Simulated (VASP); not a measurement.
# N (P-1) in VASP: a series of runs

Runs on N. Level: PBEsol. Tasks: single point.

All numbers are computed with VASP 6.6.1; they aren't measurements. Logs are shortened: lines on timing, memory, paths and dates and some standing lists are left out, and cuts for length are marked.

**1. The cell of the first run**

The typed cell holds 8 atoms: a = 4.626 Å, b = 4.626 Å, c = 14.328 Å, α = 90.77°, β = 89.23°, γ = 60.00°.

**2. Single point, PBEsol (the part above a cut slid along it)**

Contents of INCAR:

```
SYSTEM = N
PREC = Accurate
ENCUT = 520
EDIFF = 1E-6
ISMEAR = 0
SIGMA = 0.05
LREAL = .False.
LASPH = .True.
NELM = 80
ALGO = Normal
ISIF = 2
LWAVE = .False.
LCHARG = .False.
GGA = PS
NBANDS = 30
```

Contents of KPOINTS:

```
regular mesh
0
Gamma
  6 6 2
  0 0 0
```

Contents of POSCAR:

```
N
1.0
   -4.6258169325      0.0000000000      0.0000000000
   -2.3129084662     -4.0060749768      0.0000000000
   -0.1927423722      0.3338395814     14.3224973438
N
8
Direct
    0.2587441966      0.4079224701      0.8950696407
    0.2995381105      0.3671285562      0.4055426746
    0.2651437716      0.4015228951      0.8182747407
    0.3059376854      0.3607289812      0.3287477746
    0.6532684007      0.6800649326      0.1607791915
    0.6124744869      0.7208588465      0.6503061576
    0.6596679757      0.6736653576      0.0839842915
    0.6188740619      0.7144592715      0.5735112577
```

Potentials or basis: VASP PAW PBE potentials, release 64 (N).

The run is started by

```bash
$ cat potpaw_PBE.64/N/POTCAR > POTCAR
$ mpirun -np 1 vasp_std > vasp.out
```

OUTCAR:

```text
SYSTEM = N
   PREC = Accurate
   ENCUT = 520
   EDIFF = 1E-6
   ISMEAR = 0
   LREAL = .False.
   LASPH = .True.
   NELM = 80
   ISIF = 2
   GGA = PS

 ion  position               nearest neighbor table
   1  0.259  0.408  0.895-   3 1.10
   2  0.300  0.367  0.406-   4 1.10
   3  0.265  0.402  0.818-   1 1.10
   4  0.306  0.361  0.329-   2 1.10
   5  0.653  0.680  0.161-   7 1.10
   6  0.612  0.721  0.650-   8 1.10
   7  0.660  0.674  0.084-   5 1.10
   8  0.619  0.714  0.574-   6 1.10

  LATTYP: Found a base centered monoclinic cell.
 ALAT       =     4.6258169325
 B/A-ratio  =     1.7320508076
 C/A-ratio  =     3.0973305264
 COS(beta)  =    -0.0269048888

  Lattice vectors:

 A1 = (  -2.3129084662,  -4.0060749768,   0.0000000000)
 A2 = (   4.6258169325,   0.0000000000,   0.0000000000)
 A3 = (  -0.1927423722,   0.3338395814,  14.3224973438)

Analysis of symmetry for initial positions (statically):
=====================================================================
 Subroutine PRICEL returns:
 Original cell was already a primitive cell.

 Routine SETGRP: Setting up the symmetry group for a
 base centered monoclinic supercell.

 Subroutine GETGRP returns: Found  2 space group operations
 (whereof  1 operations were pure point group operations)
 out of a pool of  4 trial point group operations.

The static configuration has the point symmetry C_1 .
 The point group associated with its full space group is S_2 .

Analysis of symmetry for dynamics (positions and initial velocities):
=====================================================================
 Subroutine PRICEL returns:
 Original cell was already a primitive cell.

 Routine SETGRP: Setting up the symmetry group for a
 base centered monoclinic supercell.

 Subroutine GETGRP returns: Found  2 space group operations
 (whereof  1 operations were pure point group operations)
 out of a pool of  4 trial point group operations.

The dynamic configuration has the point symmetry C_1 .
 The point group associated with its full space group is S_2 .

 Subroutine INISYM returns: Found  2 space group operations
 (whereof  1 operations are pure point group operations),
 and found     1 'primitive' translations

[... 109 lines left out ...]
   NSW    =      0    number of steps for IOM
   IBRION =     -1    ionic relax: 0-MD 1-quasi-New 2-CG
   NFREE  =      0    steps in history (QN), initial steepest desc. (CG)
   ISIF   =      2    stress and relaxation
   ISYM   =      2    0-nonsym 1-usesym 2-fastsym
   POTIM  = 0.5000    time-step for ionic-motion
   TEBEG  =    0.0;   TEEND  =   0.0 temperature during run
   PSTRESS=    0.0 pullay stress
   NELECT =      40.0000    total number of electrons
   NUPDOWN=      -1.0000    fix difference up-down
   EMIN   =  10.00;   EMAX   =-10.00  energy-range for DOS
   EFERMI =   0.00;   METHOD = LEGACY
   ISMEAR =     0;   SIGMA  =   0.05  broadening in eV -4-tet -1-fermi 0-gaus
   EFERMI_NEDOS =   21; number of points for ismear=-14 and -15
   IALGO  =     38    algorithm
   IMIX   =      4    mixing-type and parameters
     AMIX     =   0.40;   BMIX     =  1.00
     AMIX_MAG =   1.60;   BMIX_MAG =  1.00
  volume/ion in A,a.u.               =      33.18       223.89
  Fermi-wavevector in a.u.,A,eV,Ry     =   0.871203  1.646335 10.326751  0.758995
  Thomas-Fermi vector in A             =   1.990277
   LORBIT       =      0    0 simple, 1 ext, 2 COOP (PROOUT), +10 PAW based schemes
   GGA     = PS    functional components
   LHFCALC =     F    Hartree Fock is set to
   AEXX    =    0.0000 exact exchange contribution
   IVDW    =     0    specifies the selected vdW correction
   LEPSILON=     F    determine dielectric tensor
   LRPA    =     F    only Hartree local field effects (RPA)
 non-spin polarized calculation
 Gauss-broadening in eV      SIGMA  =   0.05
  energy-cutoff  :      520.00
  volume of cell :      265.42
 maximum number of plane-waves:      7181
 NGX is ok and might be reduce to    36
   NGX = 17   NGY = 17   NGZ = 53

 number of electron      39.9999999 magnetization

 Free energy of the ion-electron system (eV)
  ---------------------------------------------------
  ext. energy  EPLUGINS =         0.00000000
  ---------------------------------------------------
  free energy    TOTEN  =       -68.25421037 eV

  energy without entropy =      -68.25421037  energy(sigma->0) =      -68.25421037

 E-fermi :  -7.2493     XC(G=0):  -5.0174

 val. band max:       -7.4726704347   @ k =   0.0000   0.0000   0.0000
 cond. band min:      -0.1089870486   @ k =  -0.3333   0.3333   0.0000
 fundamental gap:      7.3636833861
 Fermi energy:        -7.2492830883

 k-point     1 :       0.0000    0.0000    0.0000
  band No.  band energies     occupation
      1     -25.9699      2.00000
      2     -25.9634      2.00000
      3     -25.9605      2.00000
      4     -25.9557      2.00000
      5     -11.2228      2.00000
      6     -11.0382      2.00000
[... 781 lines left out ...]
     29       3.0482      0.00000
     30       3.1050      0.00000

 [... further k-points ...]

------------------------ aborting loop because EDIFF is reached ----------------------------------------

  FORCE on cell =-STRESS in cart. coord.  units (eV):
  Direction    XX          YY          ZZ          XY          YZ          ZX
  --------------------------------------------------------------------------------------
  -------------------------------------------------------------------------------------
  Total       -0.1813416     -0.1962084      7.9199776     -0.0050556     -0.0062524      0.0087683
  in kB       -1.0946664     -1.1844095     47.8088468     -0.0305182     -0.0377423      0.0529299
  external PRESSURE =      15.1765903 kB  Pullay stress =       0.0000000 kB

 VOLUME and BASIS-vectors are now :
 -----------------------------------------------------------------------------
  energy-cutoff  :      520.00
  volume of cell :      265.42
      direct lattice vectors                 reciprocal lattice vectors
    -4.625816933  0.000000000  0.000000000    -0.216178032  0.124810445 -0.005818352
    -2.312908466 -4.006074977  0.000000000     0.000000000 -0.249620890  0.005818352
    -0.192742372  0.333839581 14.322497344     0.000000000  0.000000000  0.069820226

 POSITION                                       TOTAL-FORCE (eV/Angst)
 -----------------------------------------------------------------------------------
     -2.31291     -1.33536     12.81963        -0.007212      0.005718      1.889766
     -2.31291     -1.33536      5.80838         0.000018     -0.000032      1.883239
     -2.31291     -1.33536     11.71974         0.002187     -0.001842     -1.886375
     -2.31291     -1.33536      4.70849        -0.000022      0.000039     -1.883478
     -4.62582     -2.67072      2.30276        -0.002187      0.001842      1.886375
     -4.62582     -2.67072      9.31401         0.000022     -0.000039      1.883478
     -4.62582     -2.67072      1.20286         0.007212     -0.005718     -1.889766
     -4.62582     -2.67072      8.21411        -0.000018      0.000032     -1.883239
 -----------------------------------------------------------------------------------
    total drift:                               -0.000005      0.000009      0.000144

  FREE ENERGIE OF THE ION-ELECTRON SYSTEM (eV)
  ---------------------------------------------------
  free  energy   TOTEN  =       -68.2542103732 eV

  energy  without entropy=      -68.2542103732  energy(sigma->0) =      -68.25421037
```

Run time: 4.7 min. Hardware: 1 thread of Intel Xeon Platinum 8259CL at 2.50GHz (Skylake/Cascade Lake), shared host; peak memory 0.49 GiB.

Results:

```
Free energy            : -68.2542 eV
Pressure               : 1.5 GPa
Largest force          : 1.890 eV/Å
Band gap on the k mesh : 7.36 eV (least direct gap 7.58 eV)
```

Forces in eV/Å, atoms in the order of the input:
```
N   -0.007  0.006  1.890
N    0.000  0.000  1.883
N    0.002 -0.002 -1.886
N    0.000  0.000 -1.883
N   -0.002  0.002  1.886
N    0.000  0.000  1.883
N    0.007 -0.006 -1.890
N    0.000  0.000 -1.883
```

Stress tensor (GPa, compression positive):
```
-0.11  0.00  0.01
 0.00 -0.12  0.00
 0.01  0.00  4.78
```

Caveat: the cell differs from its parent crystal (the part above a cut slid along it); the standard files for N, O and F lose accuracy on very short bonds; this functional lacks dispersion, which holds the molecules together, so the pressure and a relaxed volume are unreliable; the PAW data sets were made with another functional, which shifts forces and pressure a little.

**3. Single point, PBEsol (the part above a cut slid along it)**

Contents of INCAR:

```
SYSTEM = N
PREC = Accurate
ENCUT = 520
EDIFF = 1E-6
ISMEAR = 0
SIGMA = 0.05
LREAL = .False.
LASPH = .True.
NELM = 100
ALGO = Normal
ISIF = 2
LWAVE = .False.
LCHARG = .True.
GGA = PS
LELF = .True.
LVHAR = .True.
NBANDS = 30
```

Contents of KPOINTS:

```
Automatic mesh
0
Gamma
  6 6 2
  0 0 0
```

Contents of POSCAR:

```
N
1.0
   -4.6258169325      0.0000000000      0.0000000000
   -2.3129084662     -4.0060749768      0.0000000000
   -0.3854847444      0.6676791628     14.7224973438
N
8
Direct
    0.1882081297      0.4784585370      0.8707512219
    0.2675792729      0.3990873938      0.3945243625
    0.2006595357      0.4660071310      0.7960427859
    0.2800306789      0.3866359878      0.3198159265
    0.6405981779      0.6927351555      0.1564109328
    0.5612270346      0.7721062987      0.6326377922
    0.6530495839      0.6802837495      0.0817024968
    0.5736784406      0.7596548927      0.5579293562
```

Potentials or basis: VASP PAW PBE potentials, release 64 (N).

The run is started by

```bash
$ cat potpaw_PBE.64/N/POTCAR > POTCAR
$ mpirun -np 1 vasp_std > vasp.out
```

Wall time 5.4 min (1 thread of Intel Xeon Platinum 8259CL at 2.50GHz (Skylake/Cascade Lake), shared host); peak memory 0.5 GiB.

It converged, with:

```
Free energy            : -68.2507 eV
Pressure               : 1.5 GPa
Largest force          : 1.893 eV/Å
Band gap on the k mesh : 7.41 eV (least direct gap 7.60 eV)
```

Forces on the atoms (eV/Å):
```
N   -0.008  0.004  1.893
N    0.000  0.000  1.884
N    0.003 -0.001 -1.890
N    0.000  0.000 -1.883
N   -0.003  0.001  1.890
N    0.000  0.000  1.883
N    0.008 -0.004 -1.893
N    0.000  0.000 -1.884
```

Stress tensor (GPa, compression positive):
```
-0.11  0.00  0.01
 0.00 -0.12  0.00
 0.01  0.00  4.65
```

Levels at points of the mesh, in eV from the valence-band top:
| k point | band 16 | band 17 | band 18 | band 19 | band 20 | band 21 | band 22 | band 23 | band 24 | band 25 |
| --- | --- | --- | --- | --- | --- | --- | --- | --- | --- | --- |
| (0.00, 0.00, 0.00) | -1.70 | -0.67 | -0.37 | -0.27 | 0.00 | 7.85 | 7.87 | 7.98 | 8.03 | 8.07 |
| (0.50, 0.00, 0.00) | -1.71 | -0.36 | -0.33 | -0.21 | -0.17 | 7.53 | 7.68 | 7.68 | 7.83 | 7.92 |
| (0.00, 0.50, 0.00) | -1.71 | -0.39 | -0.28 | -0.27 | -0.13 | 7.49 | 7.67 | 7.74 | 7.75 | 7.93 |
| (0.50, 0.50, 0.00) | -1.71 | -0.37 | -0.28 | -0.26 | -0.15 | 7.51 | 7.68 | 7.72 | 7.79 | 7.91 |
| (0.00, 0.00, 0.50) | -1.71 | -0.61 | -0.51 | -0.13 | -0.05 | 7.87 | 7.89 | 7.93 | 7.99 | 8.11 |
| (0.50, 0.00, 0.50) | -1.72 | -0.37 | -0.29 | -0.25 | -0.16 | 7.54 | 7.65 | 7.71 | 7.83 | 7.85 |
| (0.00, 0.50, 0.50) | -1.72 | -0.36 | -0.35 | -0.19 | -0.17 | 7.56 | 7.57 | 7.71 | 7.82 | 7.93 |
| (0.50, 0.50, 0.50) | -1.72 | -0.36 | -0.34 | -0.19 | -0.18 | 7.55 | 7.61 | 7.70 | 7.85 | 7.89 |

Caveat: the cell differs from its parent crystal (the part above a cut slid along it); the standard files for N, O and F lose accuracy on very short bonds; this functional lacks dispersion, which holds the molecules together, so the pressure and a relaxed volume are unreliable; the PAW data sets were made with another functional, which shifts forces and pressure a little. A k mesh can miss the band edges.

**4. Single point, PBEsol (the part above a cut slid along it)**

Contents of INCAR:

```
SYSTEM = N
ALGO     = Normal         ! electronic algorithm
EDIFF    = 1E-7           ! SCF threshold, eV
ENCUT    = 520            ! plane-wave cutoff, eV
GGA      = PS             ! functional
ISIF     = 2              ! what is computed and relaxed
ISMEAR   = 0              ! smearing method
LASPH    = .TRUE.         ! aspherical terms in the spheres
LCHARG   = .FALSE.        ! write CHGCAR
LREAL    = .FALSE.        ! projectors in reciprocal space
LWAVE    = .FALSE.        ! write WAVECAR
NBANDS   = 30             ! bands
NELM     = 80             ! most SCF steps
PREC     = Accurate       ! precision mode
SIGMA    = 0.05           ! smearing width, eV
```

Contents of KPOINTS:

```
k-points
0
G
  6 6 2
  0 0 0
```

Contents of POSCAR:

```
N
1.0
   -4.6258169325      0.0000000000      0.0000000000
   -2.3129084662     -4.0060749768      0.0000000000
   -0.7709694888      1.3353583256     14.7224973438
N
8
Direct
    0.0430829260      0.6235837406      0.8707512219
    0.2018252125      0.4648414542      0.3945243625
    0.0679857380      0.5986809286      0.7960427859
    0.2267280245      0.4399386422      0.3198159265
    0.6145296891      0.7188036443      0.1564109328
    0.4557874026      0.8775459307      0.6326377922
    0.6394325011      0.6939008323      0.0817024968
    0.4806902146      0.8526431187      0.5579293562
```

Potentials or basis: VASP PAW PBE potentials, release 64 (N).

The run is started by

```bash
$ cat potpaw_PBE.64/N/POTCAR > POTCAR
$ mpirun -np 1 vasp_std > vasp.out
```

OUTCAR:

```text
SYSTEM = N
   EDIFF = 1E-7
   ENCUT = 520
   GGA = PS
   ISIF = 2
   ISMEAR = 0
   LASPH = .TRUE.
   LREAL = .FALSE.
   NELM = 80
   PREC = Accurate

 ion  position               nearest neighbor table
   1  0.043  0.624  0.871-   3 1.10
   2  0.202  0.465  0.395-   4 1.10
   3  0.068  0.599  0.796-   1 1.10
   4  0.227  0.440  0.320-   2 1.10
   5  0.615  0.719  0.156-   7 1.10
[... 1011 lines left out ...]
  -------------------------------------------------------------------------------------
  Total       -0.1773812     -0.1999965      7.9845459     -0.0000007      0.0000225      0.0287577
  in kB       -1.0416679     -1.1744755     46.8890903     -0.0000042      0.0001321      0.1688791
  external PRESSURE =      14.8909823 kB  Pullay stress =       0.0000000 kB

 VOLUME and BASIS-vectors are now :
 -----------------------------------------------------------------------------
  energy-cutoff  :      520.00
  volume of cell :      272.83
      direct lattice vectors                 reciprocal lattice vectors
    -4.625816933  0.000000000  0.000000000    -0.216178032  0.124810445 -0.022641086
    -2.312908466 -4.006074977  0.000000000     0.000000000 -0.249620890  0.022641086
    -0.770969489  1.335358326 14.722497344     0.000000000  0.000000000  0.067923259

 POSITION                                       TOTAL-FORCE (eV/Angst)
 -----------------------------------------------------------------------------------
     -2.31291     -1.33536     12.81963        -0.021732     -0.000047      1.884120
     -2.31291     -1.33536      5.80838         0.000022     -0.000037      1.883468
     -2.31291     -1.33536     11.71974         0.007343     -0.000015     -1.895683
     -2.31291     -1.33536      4.70849        -0.000076      0.000130     -1.883201
     -4.62582     -2.67072      2.30276        -0.007343      0.000015      1.895683
     -4.62582     -2.67072      9.31401         0.000076     -0.000130      1.883201
     -4.62582     -2.67072      1.20286         0.021732      0.000047     -1.884120
     -4.62582     -2.67072      8.21411        -0.000022      0.000037     -1.883468
 -----------------------------------------------------------------------------------
    total drift:                               -0.000005      0.000009     -0.000040

  FREE ENERGIE OF THE ION-ELECTRON SYSTEM (eV)
  ---------------------------------------------------
  free  energy   TOTEN  =       -68.2459304472 eV

  energy  without entropy=      -68.2459304472  energy(sigma->0) =      -68.24593045
```

stdout:

```text
POSCAR found type information on POSCAR N
 POSCAR found :  1 types and       8 ions
 scaLAPACK will be used
 -----------------------------------------------------------------------------
|                                                                             |
|                                                                             |
|     You enforced a specific xc type in the INCAR file but a different       |
|     I HOPE YOU KNOW WHAT YOU ARE DOING!                                     |
|                                                                             |
 -----------------------------------------------------------------------------

 LDA part: xc-table for (Slater+PW92), standard interpolation
 POSCAR, INCAR and KPOINTS ok, starting setup
 FFT: planning ... GRIDC
 FFT: planning ... GRID_SOFT
 FFT: planning ... GRID
 WAVECAR not read
 entering main loop
```

Run time: 5.8 min. Hardware: 1 thread of Intel Xeon Platinum 8259CL at 2.50GHz (Skylake/Cascade Lake), shared host; peak memory 0.48 GiB.

Results:

```
Free energy            : -68.2459 eV
Pressure               : 1.5 GPa
Largest force          : 1.896 eV/Å
Band gap on the k mesh : 7.41 eV (least direct gap 7.57 eV)
```

Forces on the atoms (eV/Å):
```
N   -0.022  0.000  1.884
N    0.000  0.000  1.883
N    0.007  0.000 -1.896
N    0.000  0.000 -1.883
N   -0.007  0.000  1.896
N    0.000  0.000  1.883
N    0.022  0.000 -1.884
N    0.000  0.000 -1.883
```

Caveat: the cell differs from its parent crystal (the part above a cut slid along it); the standard files for N, O and F lose accuracy on very short bonds; this functional lacks dispersion, which holds the molecules together, so the pressure and a relaxed volume are unreliable; the PAW data sets were made with another functional, which shifts forces and pressure a little. A k mesh can miss the band edges.

**5. Overview**

| cell | gap on the mesh (eV) | pressure (GPa) | largest force (eV/Å) |
| --- | --- | --- | --- |
| a = 4.626, b = 4.626, c = 14.328 Å, angles 90.8, 89.2, 60.0°, 8 atoms | 7.36 | 1.5 | 1.89 |
| a = 4.626, b = 4.626, c = 14.743 Å, angles 91.5, 88.5, 60.0°, 8 atoms | 7.41 | 1.5 | 1.89 |
| a = 4.626, b = 4.626, c = 14.803 Å, angles 93.0, 87.0, 60.0°, 8 atoms | 7.41 | 1.5 | 1.90 |

Alike in all rows: task single point; level PBEsol; potentials or basis VASP PAW PBE potentials, release 64 (N); no spin polarisation; k mesh 6 × 6 × 2; cutoff (eV) 520; smearing gaussian 0.05 eV.

Caveats: the standard files for N, O and F lose accuracy on very short bonds; this functional lacks dispersion, which holds the molecules together, so the pressure and a relaxed volume are unreliable; the PAW data sets were made with another functional, which shifts forces and pressure a little.

Total energies depend on the potentials used, so only differences within one code and one set of settings carry meaning.
